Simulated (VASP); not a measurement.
Wanted: the native input for a VASP 6.6.1 run.

| Quantity | Value |
| --- | --- |
| Task | single point |
| Functional | PBEsol |
| Potentials or basis | VASP PAW PBE potentials, release 64 (V_sv, H) |
| Cutoff | 520 eV |
| k mesh | 13 × 13 × 13 |
| Occupations | fermi-dirac, width 0.1 eV |
| Spin | collinear spin, ferromagnetic start |
| Starting moments | [1.5, 0.0] μB |
| Dipole correction | no |
| Further INCAR settings | ALGO = Normal; EDIFF = 1e-06; NBANDS = 18 |

The structure of VH lies in POSCAR:

```
VH
1.0
    0.0000000000      1.9236661393      1.9236661393
    1.9236661393      0.0000000000      1.9236661393
    1.9236661393      1.9236661393      0.0000000000
V H
1 1
Direct
    0.0000000000      0.0000000000      0.0000000000
    0.5000000000      0.5000000000      0.5000000000
```

These files were run (other wordings do the same):

INCAR

```
SYSTEM = VH
PREC     = Accurate       ! precision mode
ENCUT    = 520            ! plane-wave cutoff, eV
EDIFF    = 1E-6           ! SCF threshold, eV
ISMEAR   = -1             ! smearing method
SIGMA    = 0.1            ! smearing width, eV
LREAL    = .False.        ! projectors in reciprocal space
LASPH    = .True.         ! aspherical terms in the spheres
NELM     = 150            ! most SCF steps
ALGO     = Normal         ! electronic algorithm
ISIF     = 2              ! what is computed and relaxed
LWAVE    = .False.        ! write WAVECAR
LCHARG   = .True.         ! write CHGCAR
ISPIN    = 2              ! spin polarisation
MAGMOM   = 1.5 0          ! initial moments
LORBIT   = 11             ! projections on sites
LMAXMIX  = 4              ! l up to which the mixer works
GGA      = PS             ! functional
LELF     = .True.         ! ELF
LVHAR    = .True.       
NBANDS   = 18             ! bands
```

KPOINTS

```
Automatic mesh
0
Gamma
  13 13 13
  0 0 0
```

Potentials or basis: VASP PAW PBE potentials, release 64 (V_sv, H).

Command:

```bash
$ cat potpaw_PBE.64/V_sv/POTCAR potpaw_PBE.64/H/POTCAR > POTCAR
$ mpirun -np 1 vasp_std > vasp.out
```

It gave:

```yaml
Pressure: 10.1 GPa
Band_gap_on_the_k_mesh: zero (filled and empty bands overlap)
Net_moment: 0.00 μB per cell
Valence_electrons_inside_the_program's_atomic_spheres: V 11.77; H 0.59
```

Caveat: the cell stands under pressure; the moments typed at the start vanished in this run; the PAW data sets were made with another functional, which shifts forces and pressure a little.

It took 29 s on 1 thread of AMD EPYC 7R13 Processor (Zen 3), with other jobs on the host, peak memory 0.12 GiB.
